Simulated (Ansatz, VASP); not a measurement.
One calculation of MnSn3, two programs

```xyz
4
Lattice="4.6028 0.0000 0.0000 0.0000 4.6028 0.0000 0.0000 0.0000 4.6028" Properties=species:S:1:pos:R:3 pbc="T T T"
Sn    0.0000    2.3014    2.3014
Sn    2.3014    0.0000    2.3014
Sn    2.3014    2.3014    0.0000
Mn    0.0000    0.0000    0.0000
```

Alike in both runs: task relaxation of cell and atoms; functional PBE; k mesh 10 × 10 × 10; occupations gaussian, width 0.1 eV; no spin polarisation.

|  | VASP | Ansatz |
| --- | --- | --- |
| version | VASP 6.6.1 | Ansatz 0.2.0 |
| potentials or method | VASP PAW PBE potentials, release 64 (Sn_d, Mn_pv), cutoff 500 eV | scalar-relativistic, plane waves, PAW |
| valence electrons in the cell | 55 | 57 |

VASP gave:

| Quantity | Value |
| --- | --- |
| gap on the k mesh at the Fermi level, each at its own relaxed structure (eV) | none |
| relaxed volume (Å³/atom) | 21.82 |
| relaxed cell length with the largest relative difference (Å) | 4.436 |

Task: What did Ansatz give for the same quantities?

Result: gap on the k mesh at the Fermi level, each at its own relaxed structure (eV): none; relaxed volume (Å³/atom): 21.84; relaxed cell length with the largest relative difference (Å): 4.437.

A gap of «none» marks a metal or a gap that the smearing closes. VASP's potentials hold 55 valence electrons a cell and Ansatz's 57, so a difference there can come from the potentials and not from the codes.
